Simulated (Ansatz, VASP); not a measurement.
## One calculation of Ti, two programs

```
CELL_PARAMETERS angstrom
2.89530 0.00000 0.00000
-1.44765 2.50741 0.00000
0.00000 0.00000 9.26507
ATOMIC_POSITIONS crystal
Ti 0.00000 0.00000 0.00000
Ti 0.00000 0.00000 0.50000
Ti 0.33333 0.66667 0.25000
Ti 0.66667 0.33333 0.75000
```

Alike in both runs: task single point; functional PBEsol; k mesh 14 × 14 × 4; occupations fermi-dirac, width 0.1 eV; no spin polarisation.

|  | VASP | Ansatz |
| --- | --- | --- |
| version | VASP 6.6.1 | Ansatz 0.2.0 |
| potentials or method | VASP PAW PBE potentials, release 64 (Ti_sv), cutoff 520 eV | plane waves (420 eV) with PAW, scalar-relativistic |
| valence electrons in the cell | 48 | 48 |

VASP gave:

```
pressure (GPa) : -0.2
```

Task: Estimate Ansatz's values.

Result: Pressure (GPa): 0.0.

VASP's potentials were made for PBE, not for PBEsol, and Ansatz warns of the same on its side.
